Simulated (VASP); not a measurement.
# HfN (Fm-3m) in VASP: a series of runs

Runs on HfN. Level: r2SCAN. Tasks: single point, relaxation of cell and atoms.

Everything below comes from runs of VASP 6.6.1. Logs are shortened: lines on timing, memory, paths and dates and some standing lists are left out, and cuts for length are marked.

**1. The cell of the first run**

Symmetry: Fm-3m, No. 225, cubic system. The conventional cell has a = 4.525 Å, b = 4.525 Å, c = 4.525 Å, α = 90.00°, β = 90.00°, γ = 90.00°. Hf (site symmetry m-3m) has 6 N at 2.26 Å within 3.0 Å. N (site symmetry m-3m) has 6 Hf at 2.26 Å within 3.0 Å.

**2. Single point, r2SCAN**

POSCAR reads:

```
HfN
1.0
    0.0000000000      2.2627228915      2.2627228915
    2.2627228915      0.0000000000      2.2627228915
    2.2627228915      2.2627228915      0.0000000000
Hf N
1 1
Direct
    0.0000000000      0.0000000000      0.0000000000
    0.5000000000      0.5000000000      0.5000000000
```

INCAR.step1 reads:

```
PREC = Accurate
ENCUT = 520
ISMEAR = -1
SIGMA = 0.1
LREAL = F
LASPH = T
NELM = 100
NBANDS = 14
GGA = PE
ALGO = Normal
EDIFF = 1E-4
LWAVE = T
LCHARG = F
```

INCAR.step2 reads:

```
PREC = Accurate
ENCUT = 520
EDIFF = 1E-6
ISMEAR = -1
SIGMA = 0.1
LREAL = F
LASPH = T
NELM = 100
ALGO = Normal
ISIF = 2
LWAVE = F
LCHARG = T
METAGGA = R2SCAN
LMIXTAU = T
LELF = T
LVHAR = T
NBANDS = 14
ISTART = 1
```

KPOINTS reads:

```
regular mesh
0
Gamma
  12 12 12
```

Potentials or basis: VASP PAW PBE potentials, release 64 (Hf_pv, N).

Command:

```console
$ cat potpaw_PBE.64/Hf_pv/POTCAR potpaw_PBE.64/N/POTCAR > POTCAR
$ cp INCAR.step1 INCAR
$ mpirun -np 1 vasp_std > vasp.out
$ cp INCAR.step2 INCAR
$ mpirun -np 1 vasp_std > vasp.out
```

OUTCAR:

```text
PREC = Accurate
   ENCUT = 520
   EDIFF = 1E-6
   ISMEAR = -1
   LREAL = F
   LASPH = T
   NELM = 100
   ISIF = 2
   METAGGA = R2SCAN
   ISTART = 1

 ion  position               nearest neighbor table
   1  0.000  0.000  0.000-   2 2.26   2 2.26   2 2.26   2 2.26   2 2.26   2 2.26
   2  0.500  0.500  0.500-   1 2.26   1 2.26   1 2.26   1 2.26   1 2.26   1 2.26

  LATTYP: Found a face centered cubic cell.
 ALAT       =     4.5254457830

  Lattice vectors:

 A1 = (   0.0000000000,   2.2627228915,   2.2627228915)
 A2 = (   2.2627228915,   0.0000000000,   2.2627228915)
 A3 = (   2.2627228915,   2.2627228915,   0.0000000000)

Analysis of symmetry for initial positions (statically):
=====================================================================
 Subroutine PRICEL returns:
 Original cell was already a primitive cell.

 Routine SETGRP: Setting up the symmetry group for a
 face centered cubic supercell.

 Subroutine GETGRP returns: Found 48 space group operations
 (whereof 48 operations were pure point group operations)
 out of a pool of 48 trial point group operations.

The static configuration has the point symmetry O_h .

Analysis of symmetry for dynamics (positions and initial velocities):
=====================================================================
 Subroutine PRICEL returns:
 Original cell was already a primitive cell.

 Routine SETGRP: Setting up the symmetry group for a
 face centered cubic supercell.

 Subroutine GETGRP returns: Found 48 space group operations
 (whereof 48 operations were pure point group operations)
 out of a pool of 48 trial point group operations.

The dynamic configuration has the point symmetry O_h .

 Subroutine INISYM returns: Found 48 space group operations
 (whereof 48 operations are pure point group operations),
 and found     1 'primitive' translations

----------------------------------------------------------------------------------------

                                     Primitive cell

  volume of cell :      23.1699

  direct lattice vectors                    reciprocal lattice vectors
     0.000000000  2.262722892  2.262722892    -0.220972706  0.220972706  0.220972706
     2.262722892  0.000000000  2.262722892     0.220972706 -0.220972706  0.220972706
     2.262722892  2.262722892  0.000000000     0.220972706  0.220972706 -0.220972706

  length of vectors
     3.199973401  3.199973401  3.199973401     0.382735954  0.382735954  0.382735954

  position of ions in fractional coordinates (direct lattice)
     0.000000000  0.000000000  0.000000000
[... 88 lines left out ...]
   PSTRESS=    0.0 pullay stress
   NELECT =      15.0000    total number of electrons
   NUPDOWN=      -1.0000    fix difference up-down
   EMIN   =  10.00;   EMAX   =-10.00  energy-range for DOS
   EFERMI =   0.00;   METHOD = LEGACY
   ISMEAR =    -1;   SIGMA  =   0.10  broadening in eV -4-tet -1-fermi 0-gaus
   EFERMI_NEDOS =   21; number of points for ismear=-14 and -15
   IALGO  =     38    algorithm
   IMIX   =      4    mixing-type and parameters
     AMIX     =   0.40;   BMIX     =  1.00
     AMIX_MAG =   1.60;   BMIX_MAG =  1.00
  volume/ion in A,a.u.               =      11.58        78.18
  Fermi-wavevector in a.u.,A,eV,Ry     =   1.416219  2.676267 27.288899  2.005677
  Thomas-Fermi vector in A             =   2.537577
   LORBIT       =      0    0 simple, 1 ext, 2 COOP (PROOUT), +10 PAW based schemes
   METAGGA = R2SCAN    functional components
   LHFCALC =     F    Hartree Fock is set to
   AEXX    =    0.0000 exact exchange contribution
   IVDW    =     0    specifies the selected vdW correction
   LEPSILON=     F    determine dielectric tensor
   LRPA    =     F    only Hartree local field effects (RPA)
 non-spin polarized calculation
  energy-cutoff  :      520.00
  volume of cell :       23.17
 maximum number of plane-waves:       636
   NGX = 11   NGY = 11   NGZ = 11

 number of electron      15.0000000 magnetization

 Free energy of the ion-electron system (eV)
  ---------------------------------------------------
  ext. energy  EPLUGINS =         0.00000000
  ---------------------------------------------------
  free energy    TOTEN  =       -58.24873865 eV

  energy without entropy =      -58.23318361  energy(sigma->0) =      -58.24096113

 E-fermi :   8.4911     XC(G=0): -13.5330

 val. band max:        8.4660403287   @ k =  -0.0833   0.0833   0.0000
 cond. band min:       8.5673228522   @ k =  -0.1667   0.2500   0.0833
 fundamental gap:      0.1012825235
 Fermi energy:         8.4911429077

 k-point     1 :       0.0000    0.0000    0.0000
  band No.  band energies     occupation
      1     -24.0675      2.00000
      2     -24.0675      2.00000
      3     -24.0675      2.00000
      4     -10.1860      2.00000
      5       5.0635      2.00000
      6       5.0635      2.00000
      7       5.0635      2.00000
      8       8.1520      1.93490
      9       8.1520      1.93490
     10       8.1520      1.93490
     11      10.4864      0.00000
     12      10.4864      0.00000
     13      10.4990      0.00000
     14      18.5231      0.00000
[... 377 lines left out ...]
      1     -24.9157      2.00000
      2     -24.3142      2.00000
      3     -24.1820      2.00000
      4      -7.8703      2.00000
      5      -0.1217      2.00000
      6       2.1181      2.00000
      7       2.1930      2.00000
      8      10.6266      0.00000
      9      11.3645      0.00000
     10      12.0249      0.00000
     11      14.8466      0.00000
     12      17.2238      0.00000
     13      17.2822      0.00000
     14      19.4382      0.00000

 [... further k-points ...]

------------------------ aborting loop because EDIFF is reached ----------------------------------------

  FORCE on cell =-STRESS in cart. coord.  units (eV):
  Direction    XX          YY          ZZ          XY          YZ          ZX
  --------------------------------------------------------------------------------------
  -------------------------------------------------------------------------------------
  Total       -0.3878445     -0.3878445     -0.3878445     -0.0000000      0.0000000     -0.0000000
  in kB      -26.8190966    -26.8190966    -26.8190966     -0.0000000      0.0000000     -0.0000000
  external PRESSURE =     -26.8190966 kB  Pullay stress =       0.0000000 kB

 VOLUME and BASIS-vectors are now :
 -----------------------------------------------------------------------------
  energy-cutoff  :      520.00
  volume of cell :       23.17
      direct lattice vectors                 reciprocal lattice vectors
     0.000000000  2.262722892  2.262722892    -0.220972706  0.220972706  0.220972706
     2.262722892  0.000000000  2.262722892     0.220972706 -0.220972706  0.220972706
     2.262722892  2.262722892  0.000000000     0.220972706  0.220972706 -0.220972706

 POSITION                                       TOTAL-FORCE (eV/Angst)
 -----------------------------------------------------------------------------------
      0.00000      0.00000      0.00000         0.000000      0.000000      0.000000
      2.26272      2.26272      2.26272        -0.000000     -0.000000     -0.000000
 -----------------------------------------------------------------------------------
    total drift:                                0.000000     -0.000000     -0.000000

  FREE ENERGIE OF THE ION-ELECTRON SYSTEM (eV)
  ---------------------------------------------------
  free  energy   TOTEN  =       -58.2487386471 eV

  energy  without entropy=      -58.2331836099  energy(sigma->0) =      -58.24096113
```

OUTCAR.step1:

```text
PREC = Accurate
   ENCUT = 520
   ISMEAR = -1
   LREAL = F
   LASPH = T
   NELM = 100
[... 626 lines left out ...]
 -----------------------------------------------------------------------------------
      0.00000      0.00000      0.00000         0.000000     -0.000000      0.000000
      2.26272      2.26272      2.26272        -0.000000      0.000000     -0.000000
 -----------------------------------------------------------------------------------
    total drift:                                0.000000     -0.000000     -0.000000

  FREE ENERGIE OF THE ION-ELECTRON SYSTEM (eV)
  ---------------------------------------------------
  free  energy   TOTEN  =       -21.7712291536 eV

  energy  without entropy=      -21.7552358361  energy(sigma->0) =      -21.76323249
```

It took 1.7 min on 1 thread of Intel Xeon 8259CL, shared host; peak memory 0.16 GiB.

What came out:

| Quantity | Value |
| --- | --- |
| Free energy | -58.2487 eV |
| Pressure | -2.7 GPa |

Caveat: the PAW data sets were made with another functional, which shifts forces and pressure a little; spin-orbit coupling is left out, which moves the levels of the heavy elements.

**3. Relaxation of cell and atoms, r2SCAN**

This run uses another cell than the first one, of 11.48 Å³/atom, 0.991 times its volume.

POSCAR reads:

```
HfN
1.0
    0.0000000000      2.2560000000      2.2560000000
    2.2560000000      0.0000000000      2.2560000000
    2.2560000000      2.2560000000      0.0000000000
Hf N
1 1
Direct
    0.0000000000      0.0000000000      0.0000000000
    0.5000000000      0.5000000000      0.5000000000
```

INCAR.step1 reads:

```
SYSTEM = HfN
PREC = Accurate
ENCUT = 600
ISMEAR = -1
SIGMA = 0.1
LREAL = .FALSE.
LASPH = .TRUE.
NELM = 100
GGA = PE
ALGO = Normal
EDIFF = 1E-4
LWAVE = .TRUE.
LCHARG = .FALSE.
```

INCAR.step2 reads:

```
SYSTEM = HfN
PREC = Accurate
ENCUT = 600
EDIFF = 1E-6
ISMEAR = -1
SIGMA = 0.1
LREAL = .FALSE.
LASPH = .TRUE.
NELM = 100
ALGO = Normal
ISIF = 3
LWAVE = .FALSE.
LCHARG = .FALSE.
METAGGA = R2SCAN
LMIXTAU = .TRUE.
IBRION = 2
NSW = 100
EDIFFG = -0.002
ISTART = 1
```

KPOINTS reads:

```
Automatic mesh
0
G
  12 12 12
  0 0 0
```

Potentials or basis: VASP PAW PBE potentials, release 64 (Hf_pv, N).

Command:

```console
$ cat potpaw_PBE.64/Hf_pv/POTCAR potpaw_PBE.64/N/POTCAR > POTCAR
$ cp INCAR.step1 INCAR
$ mpirun -np 1 vasp_std > vasp.out
$ cp INCAR.step2 INCAR
$ mpirun -np 1 vasp_std > vasp.out
```

Wall time 4.8 min (1 thread of Intel Xeon 8259CL, shared host); peak memory 0.19 GiB.

The run converged. Its results:

- Free energy: -58.2507 eV
- Relaxed volume: 11.48 Å³/atom
- Relaxed cell: a = 3.190 Å, b = 3.190 Å, c = 3.190 Å, α = 60.00°, β = 60.00°, γ = 60.00°
- Space group after relaxing (to 0.05 Å): Fm-3m (No. 225)
- Energy gained by relaxing: 0.0 meV/atom
- Ionic steps: 4
- Pressure after relaxing: 0.0 GPa

Final structure:
```xyz
2
Lattice="0.0000 2.2559 2.2559 2.2559 0.0000 2.2559 2.2559 2.2559 0.0000" Properties=species:S:1:pos:R:3 pbc="T T T"
Hf    0.0000    0.0000    0.0000
N     2.2559    2.2559    2.2559
```

Levels at points of the mesh, in eV from the Fermi level:
```csv
k point,band 4,band 5,band 6,band 7,band 8,band 9,band 10,band 11
"(0.00, 0.00, 0.00)",-18.73,-3.44,-3.44,-3.44,-0.34,-0.34,-0.34,2.10
"(0.50, 0.00, 0.00)",-16.03,-9.37,-6.68,-6.68,3.40,3.80,3.80,4.63
"(0.50, 0.50, 0.00)",-17.68,-5.94,-4.14,-4.14,-3.92,4.16,5.59,5.59
```

Caveat: the PAW data sets were made with another functional, which shifts forces and pressure a little; spin-orbit coupling is left out, which moves the levels of the heavy elements.

**4. Relaxation of cell and atoms, r2SCAN**

This run uses another cell than the first one, of 11.48 Å³/atom, 0.991 times its volume.

POSCAR is that of step 3.

INCAR.step1 reads:

```
SYSTEM = HfN
PREC     = Accurate       ! precision mode
ENCUT    = 600            ! plane-wave cutoff, eV
ISMEAR   = -1             ! smearing method
SIGMA    = 0.1            ! smearing width, eV
LREAL    = .FALSE.        ! projectors in reciprocal space
LASPH    = .TRUE.         ! aspherical terms in the spheres
NELM     = 80             ! most SCF steps
GGA      = PE             ! functional
ALGO     = Normal         ! electronic algorithm
EDIFF    = 1E-4           ! SCF threshold, eV
LWAVE    = .TRUE.         ! write WAVECAR
LCHARG   = .FALSE.        ! write CHGCAR
```

INCAR.step2 reads:

```
SYSTEM = HfN
PREC     = Accurate       ! precision mode
ENCUT    = 600            ! plane-wave cutoff, eV
EDIFF    = 1E-6           ! SCF threshold, eV
ISMEAR   = -1             ! smearing method
SIGMA    = 0.1            ! smearing width, eV
LREAL    = .FALSE.        ! projectors in reciprocal space
LASPH    = .TRUE.         ! aspherical terms in the spheres
NELM     = 80             ! most SCF steps
ALGO     = Normal         ! electronic algorithm
ISIF     = 3              ! what is computed and relaxed
LWAVE    = .FALSE.        ! write WAVECAR
LCHARG   = .FALSE.        ! write CHGCAR
METAGGA  = R2SCAN         ! meta-GGA
LMIXTAU  = .TRUE.       
IBRION   = 2              ! ionic algorithm
NSW      = 100            ! ionic steps
EDIFFG   = -0.001         ! ionic threshold
ISTART   = 1
```

KPOINTS reads:

```
regular mesh
0
G
  12 12 12
  0 0 0
```

Potentials or basis: VASP PAW PBE potentials, release 64 (Hf_pv, N).

Command:

```console
$ cat potpaw_PBE.64/Hf_pv/POTCAR potpaw_PBE.64/N/POTCAR > POTCAR
$ cp INCAR.step1 INCAR
$ mpirun -np 1 vasp_std > vasp.out
$ cp INCAR.step2 INCAR
$ mpirun -np 1 vasp_std > vasp.out
```

OUTCAR:

```text
SYSTEM = HfN
   PREC = Accurate
   ENCUT = 600
   EDIFF = 1E-6
   ISMEAR = -1
   LREAL = .FALSE.
   LASPH = .TRUE.
   NELM = 80
   ISIF = 3
   METAGGA = R2SCAN
   IBRION = 2
   NSW = 100
   EDIFFG = -0.001
   ISTART = 1

 ion  position               nearest neighbor table
   1  0.000  0.000  0.000-   2 2.26   2 2.26   2 2.26   2 2.26   2 2.26   2 2.26
   2  0.500  0.500  0.500-   1 2.26   1 2.26   1 2.26   1 2.26   1 2.26   1 2.26

  LATTYP: Found a face centered cubic cell.
 ALAT       =     4.5120000000

  Lattice vectors:

 A1 = (   0.0000000000,   2.2560000000,   2.2560000000)
 A2 = (   2.2560000000,   0.0000000000,   2.2560000000)
 A3 = (   2.2560000000,   2.2560000000,   0.0000000000)

Analysis of symmetry for initial positions (statically):
=====================================================================
 Subroutine PRICEL returns:
 Original cell was already a primitive cell.

 Routine SETGRP: Setting up the symmetry group for a
 face centered cubic supercell.

 Subroutine GETGRP returns: Found 48 space group operations
 (whereof 48 operations were pure point group operations)
 out of a pool of 48 trial point group operations.

The static configuration has the point symmetry O_h .

Analysis of symmetry for dynamics (positions and initial velocities):
=====================================================================
[... 266 lines left out ...]

 number of electron      15.0000002 magnetization

 Free energy of the ion-electron system (eV)
  ---------------------------------------------------
  ext. energy  EPLUGINS =         0.00000000
  ---------------------------------------------------
  free energy    TOTEN  =       -58.25067730 eV

  energy without entropy =      -58.23536489  energy(sigma->0) =      -58.24302110

 E-fermi :   8.5724     XC(G=0): -13.5869

 val. band max:        8.5453787876   @ k =  -0.0833   0.0833   0.0000
 cond. band min:       8.6484261183   @ k =  -0.1667   0.2500   0.0833
 fundamental gap:      0.1030473307
 Fermi energy:         8.5724496284

 k-point     1 :       0.0000    0.0000    0.0000
  band No.  band energies     occupation
      1     -23.9508      2.00000
      2     -23.9508      2.00000
      3     -23.9508      2.00000
      4     -10.1608      2.00000
      5       5.1328      2.00000
      6       5.1328      2.00000
      7       5.1328      2.00000
      8       8.2281      1.93809
      9       8.2281      1.93809
     10       8.2281      1.93809
     11      10.6708      0.00000
[... 309 lines left out ...]
 k-point    24 :      -0.4167    0.1667    0.0000
  band No.  band energies     occupation
      1     -24.8287      2.00000
      2     -24.2057      2.00000
      3     -24.0688      2.00000
      4      -7.8051      2.00000
      5      -0.0874      2.00000
      6       2.1557      2.00000
      7       2.2410      2.00000
      8      10.7329      0.00000
      9      11.4798      0.00000
     10      12.1481      0.00000
     11      15.0151      0.00000

 [... further k-points ...]

------------------------ aborting loop because EDIFF is reached ----------------------------------------

  FORCE on cell =-STRESS in cart. coord.  units (eV):
  Direction    XX          YY          ZZ          XY          YZ          ZX
  --------------------------------------------------------------------------------------
  -------------------------------------------------------------------------------------
  Total        0.0010642      0.0010642      0.0010642      0.0000000      0.0000000     -0.0000000
  in kB        0.0742636      0.0742636      0.0742636      0.0000000      0.0000000     -0.0000000
  external PRESSURE =       0.0742636 kB  Pullay stress =       0.0000000 kB
[... 17 lines left out ...]
  FREE ENERGIE OF THE ION-ELECTRON SYSTEM (eV)
  ---------------------------------------------------
  free  energy   TOTEN  =       -58.2506773036 eV

  energy  without entropy=      -58.2353648904  energy(sigma->0) =      -58.24302110

 reached required accuracy - stopping structural energy minimisation
```

Wall time 4.4 min (1 thread of Intel Xeon 8259CL, shared host); peak memory 0.19 GiB.

Results:

- Free energy: -58.2507 eV
- Relaxed volume: 11.48 Å³/atom
- Relaxed cell: a = 3.190 Å, b = 3.190 Å, c = 3.190 Å, α = 60.00°, β = 60.00°, γ = 60.00°
- Space group after relaxing (to 0.05 Å): Fm-3m (No. 225)
- Energy gained by relaxing: 0.0 meV/atom
- Ionic steps: 4
- Pressure after relaxing: 0.0 GPa

Final structure:
```yaml
crystal:
  lattice:
    - [0.00000, 2.25585, 2.25585]
    - [2.25585, 0.00000, 2.25585]
    - [2.25585, 2.25585, 0.00000]
  atoms:
    - { symbol: Hf, position: [0.00000, 0.00000, 0.00000] }
    - { symbol: N, position: [0.50000, 0.50000, 0.50000] }
```

Caveat: the PAW data sets were made with another functional, which shifts forces and pressure a little; spin-orbit coupling is left out, which moves the levels of the heavy elements.
